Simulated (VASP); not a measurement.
# CuSi16 (a cell with a defect) in VASP: a series of runs, part 2 of 2

VASP 6.6.1.

## (4) Single point, PBE

Contents of INCAR:

```
SYSTEM = CuSi16
PREC     = Accurate       ! precision mode
ENCUT    = 520            ! plane-wave cutoff, eV
EDIFF    = 1E-6           ! SCF threshold, eV
ISMEAR   = 0              ! smearing method
SIGMA    = 0.02           ! smearing width, eV
LREAL    = Auto         
LASPH    = .TRUE.         ! aspherical terms in the spheres
NELM     = 60             ! most SCF steps
ALGO     = Normal         ! electronic algorithm
ISIF     = 2              ! what is computed and relaxed
LWAVE    = .FALSE.        ! write WAVECAR
LCHARG   = .FALSE.        ! write CHGCAR
GGA      = PE             ! functional
NELECT   = 74.0         
NBANDS   = 52             ! bands
```

Contents of KPOINTS:

```
Automatic mesh
0
G
  2 2 2
  0 0 0
```

Contents of POSCAR:

```
CuSi16
1.0
    0.0000000000      5.4300000000      5.4300000000
    5.4300000000      0.0000000000      5.4300000000
    5.4300000000      5.4300000000      0.0000000000
Si Cu
16 1
Direct
   -0.0133204420      0.0107499079     -0.0032755064
    0.1233070902      0.1398352670      0.1135630755
    0.0026597606      0.0088577348      0.4861785451
    0.1153046041      0.1322657459      0.6227156538
    0.0076123389      0.5139694291     -0.0289867403
    0.1272892265      0.6208056169      0.1157540516
    0.0008649171      0.5064411602      0.4877737569
    0.1327242173      0.6349717311      0.5998724678
    0.5059700737      0.0105573665     -0.0034783610
    0.6188195212      0.1046521179      0.1574383057
    0.4891493554     -0.0071895028      0.5291324125
    0.6300500921      0.1322556169      0.6225313076
    0.5110657459      0.4759093923      0.0021847145
    0.6363011971      0.6207958564      0.1156244015
    0.5052460405      0.5064626151      0.4877114180
    0.6284215470      0.6156672192      0.6277878453
    0.3521430018      0.8424702578      0.9527717311
```

Command:

```bash
$ cat potpaw_PBE.64/Si/POTCAR potpaw_PBE.64/Cu/POTCAR > POTCAR
$ mpirun -np 1 vasp_std > vasp.out
```

Run time: 7.1 min. Hardware: 1 thread of AMD EPYC 7R43 (Zen 3), shared host; peak memory 0.44 GiB.

It converged, with:

| Item | Value |
| --- | --- |
| Free energy | -94.2228 eV |
| Largest force | 0.020 eV/Å |

Forces in eV/Å, atoms in the order of the input:
```
Si   0.002  0.000 -0.005
Si  -0.002  0.001  0.001
Si   0.002 -0.005  0.004
Si  -0.003  0.005 -0.005
Si   0.004  0.004 -0.004
Si   0.001 -0.007 -0.006
Si   0.000  0.001  0.001
Si   0.000  0.005 -0.004
Si   0.005  0.001 -0.001
Si  -0.009 -0.004  0.003
Si   0.000 -0.012  0.010
Si   0.000  0.006 -0.005
Si  -0.006  0.005 -0.009
Si   0.003  0.008  0.006
Si  -0.001 -0.002 -0.001
Si  -0.004  0.001 -0.003
Cu   0.007 -0.007  0.017
```

Levels at points of the mesh, in eV from the Fermi level:
| k point | band 34 | band 35 | band 36 | band 37 | band 38 | band 39 | band 40 | band 41 |
| --- | --- | --- | --- | --- | --- | --- | --- | --- |
| (0.00, 0.00, 0.00) | -1.01 | -0.63 | -0.19 | -0.07 | 0.07 | 0.40 | 0.59 | 0.61 |
| (0.50, 0.00, 0.00) | -0.94 | -0.90 | -0.84 | -0.75 | 0.55 | 1.12 | 1.26 | 1.31 |
| (0.00, 0.50, 0.00) | -0.94 | -0.88 | -0.87 | -0.80 | 0.50 | 1.16 | 1.24 | 1.32 |
| (0.00, 0.00, 0.50) | -0.91 | -0.89 | -0.65 | -0.52 | 0.52 | 1.00 | 1.34 | 1.37 |
| (0.50, 0.50, 0.50) | -0.94 | -0.90 | -0.84 | -0.74 | 0.55 | 1.12 | 1.25 | 1.31 |
| (0.50, 0.50, 0.00) | -1.54 | -1.46 | -1.43 | -1.08 | 0.65 | 0.99 | 1.94 | 2.06 |
| (0.00, 0.50, 0.50) | -1.51 | -1.50 | -1.42 | -1.12 | 0.67 | 0.99 | 1.95 | 2.05 |
| (0.50, 0.00, 0.50) | -1.54 | -1.46 | -1.43 | -1.08 | 0.66 | 0.99 | 1.94 | 2.06 |

Caveat: the k points lie up to 0.50 Å⁻¹ apart; the cell carries a net charge on a neutralising background, which shifts energy and pressure; the cell is charged against a uniform background, so pressure and absolute levels hang on convention.

## (5) Single point, PBE

INCAR, as its differences from that of step 4:

```diff
@@ -14,3 +14,3 @@
 GGA      = PE             ! functional
-NELECT   = 74.0         
 NBANDS   = 52             ! bands
+NELECT   = 74.0
```

KPOINTS is that of step 4.

Contents of POSCAR:

```
CuSi16
1.0
    0.0000000000      5.4300000000      5.4300000000
    5.4300000000      0.0000000000      5.4300000000
    5.4300000000      5.4300000000      0.0000000000
Si Cu
16 1
Direct
    0.0095265193      0.0040653775     -0.0064294659
    0.1221461326      0.1385518416      0.1221225599
   -0.0015365562      0.0121019337      0.4950956722
    0.1222697053      0.1385835175      0.6177807551
   -0.0000344383      0.5129753223     -0.0084707182
    0.1364973297      0.6164787293      0.1238221915
    0.0001627993      0.5130368324      0.4961874770
    0.1227915285      0.6386990792      0.6197171271
    0.4977377532      0.0047640884     -0.0058491713
    0.6409713628      0.0889533149      0.1350704420
    0.4979520258      0.0050825967      0.5033181400
    0.6254633517      0.1386880295      0.6181585635
    0.5159765193      0.4604109576      0.0120371087
    0.6277316759      0.6164837937      0.1240710866
    0.4946167587      0.5131935543      0.4963261510
    0.6279371087      0.6164059853      0.6320039595
    0.3949701657      0.8314163904      0.8865335175
```

Command:

```bash
$ cat potpaw_PBE.64/Si/POTCAR potpaw_PBE.64/Cu/POTCAR > POTCAR
$ mpirun -np 1 vasp_std > vasp.out
```

Run time: 7.9 min. Hardware: 1 thread of AMD EPYC 7R43 (Zen 3), shared host; peak memory 0.45 GiB.

Results (log left out):

* Free energy: -94.2207 eV
* Largest force: 0.023 eV/Å

Forces on the atoms (eV/Å):
```
Si   0.006 -0.010 -0.003
Si  -0.004  0.004 -0.007
Si   0.005 -0.005  0.003
Si  -0.002  0.006 -0.005
Si   0.002  0.008 -0.006
Si   0.004  0.002  0.004
Si  -0.010 -0.005 -0.009
Si   0.000 -0.004  0.006
Si   0.002  0.008  0.012
Si   0.001 -0.002  0.005
Si  -0.012  0.003  0.003
Si  -0.001  0.001 -0.007
Si  -0.011  0.006 -0.005
Si   0.008  0.003  0.001
Si  -0.006  0.008 -0.002
Si   0.004 -0.008  0.007
Cu   0.016 -0.015  0.004
```

Levels at points of the mesh, in eV from the Fermi level:
| k point | band 33 | band 34 | band 35 | band 36 | band 37 | band 38 | band 39 | band 40 | band 41 | band 42 |
| --- | --- | --- | --- | --- | --- | --- | --- | --- | --- | --- |
| (0.00, 0.00, 0.00) | -0.80 | -0.79 | -0.56 | -0.10 | -0.09 | 0.27 | 0.70 | 0.70 | 0.73 | 0.74 |
| (0.50, 0.00, 0.00) | -1.91 | -0.80 | -0.75 | -0.67 | -0.57 | 0.68 | 1.18 | 1.38 | 1.42 | 1.59 |
| (0.00, 0.50, 0.00) | -1.91 | -0.83 | -0.82 | -0.63 | -0.63 | 0.51 | 1.35 | 1.42 | 1.42 | 1.54 |
| (0.00, 0.00, 0.50) | -1.91 | -0.80 | -0.75 | -0.67 | -0.59 | 0.68 | 1.18 | 1.38 | 1.42 | 1.59 |
| (0.50, 0.50, 0.50) | -1.91 | -0.80 | -0.75 | -0.67 | -0.59 | 0.68 | 1.18 | 1.38 | 1.42 | 1.59 |
| (0.50, 0.50, 0.00) | -1.74 | -1.43 | -1.35 | -1.31 | -0.87 | 0.76 | 1.15 | 2.12 | 2.16 | 2.23 |
| (0.00, 0.50, 0.50) | -1.73 | -1.43 | -1.34 | -1.32 | -0.86 | 0.76 | 1.15 | 2.12 | 2.16 | 2.23 |
| (0.50, 0.00, 0.50) | -1.73 | -1.43 | -1.34 | -1.32 | -0.86 | 0.76 | 1.15 | 2.12 | 2.16 | 2.23 |

Caveat: the k points lie up to 0.50 Å⁻¹ apart; the cell carries a net charge on a neutralising background, which shifts energy and pressure; the cell is charged against a uniform background, so pressure and absolute levels hang on convention.
